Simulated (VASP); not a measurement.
# Na: single point with PBEsol

The system is Na.

```
Na
1.0
    -1.89143    1.89143    2.64167
     1.89143   -1.89143    2.64167
     1.89143    1.89143   -2.64167
Na
1
Direct
  0.00000 0.00000 0.00000
```

| Quantity | Value |
| --- | --- |
| Program | VASP 6.6.1 |
| Task | single point |
| Functional | PBEsol |
| Potentials or basis | VASP PAW PBE potentials, release 64 (Na_pv) |
| Cutoff | 500 eV |
| k mesh | 7 × 7 × 7 |
| Occupations | fermi-dirac, width 0.1 eV |
| Spin | no spin polarisation |
| Dipole correction | no |
| Further INCAR settings | ALGO = Normal; EDIFF = 1e-06; NBANDS = 10 |

The pressure is -0.3 GPa.

Stress tensor (GPa, compression positive):
```
-0.38  0.00  0.00
 0.00 -0.38  0.00
 0.00  0.00 -0.28
```

Levels at points of the mesh, in eV from the Fermi level:
```tsv
k point	band 2	band 3	band 4	band 5	band 6	band 7
(0.00, 0.00, 0.00)	-24.88	-24.88	-3.32	10.88	10.88	10.92
```

Run time: 21 s on 1 thread of AMD EPYC 7R13 (shared host), peak memory 0.12 GiB.

Caveat: the PAW data sets were made with another functional, which shifts forces and pressure a little.
